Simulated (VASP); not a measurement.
A run of VASP 6.6.1 is set up as follows.

Contents of INCAR:

```
SYSTEM = Ag
PREC = Accurate ; ENCUT = 520
EDIFF = 1E-6 ; ISMEAR = 0
SIGMA = 0.05 ; LREAL = .FALSE.
LASPH = .TRUE. ; NELM = 80
ALGO = Normal ; ISIF = 2
LWAVE = .FALSE. ; LCHARG = .TRUE.
GGA = PS ; LELF = .TRUE.
LVHAR = .TRUE. ; NBANDS = 84
LUSENCCL = .FALSE.
```

Contents of KPOINTS:

```
Automatic mesh
0
G
  1 1 8
  0 0 0
```

POSCAR

```
Ag
1.0
   14.0000000000      0.0000000000      0.0000000000
    0.0000000000     15.0000000000      0.0000000000
    0.0000000000      0.0000000000      6.6643296444
Ag
13
Direct
    0.5000000000      0.5000000000      0.0000000000
    0.5000000000      0.3160220654      0.0000000000
    0.5000000000      0.6839779346      0.0000000000
    0.3798516949      0.5000000000      0.3392822375
    0.6201483051      0.5000000000      0.6607177625
    0.3291876461      0.4080579858     -0.0003136288
    0.6708123539      0.5919420142      0.0003136288
    0.5600333541      0.4030506129      0.3394379534
    0.4399666459      0.5969493871      0.6605620466
    0.3291876461      0.5919420142     -0.0003136288
    0.6708123539      0.4080579858      0.0003136288
    0.5600333541      0.5969493871      0.3394379534
    0.4399666459      0.4030506129      0.6605620466
```

Potentials or basis: VASP PAW PBE potentials, release 64 (Ag).

Command:

```sh
$ cat potpaw_PBE.64/Ag/POTCAR > POTCAR
$ mpirun -np 1 vasp_std > vasp.out
```

Task: What does it give for the largest force?

Result: 0.012 eV/Å.

Task: What does it give for the band gap on the k mesh?

Result: Zero (an odd number of electrons rules out a gap without spin polarisation).

Forces on the atoms (eV/Å):
```
Ag   0.000  0.000  0.000
Ag   0.000  0.011  0.000
Ag   0.000 -0.011  0.000
Ag   0.003  0.000 -0.006
Ag  -0.003  0.000  0.006
Ag   0.010  0.007 -0.001
Ag  -0.010 -0.007  0.001
Ag  -0.001  0.004 -0.006
Ag   0.001 -0.004  0.006
Ag   0.010 -0.007 -0.001
Ag  -0.010  0.007  0.001
Ag  -0.001 -0.004 -0.006
Ag   0.001  0.004  0.006
```

Caveat: the PAW data sets were made with another functional, which shifts forces and pressure a little.
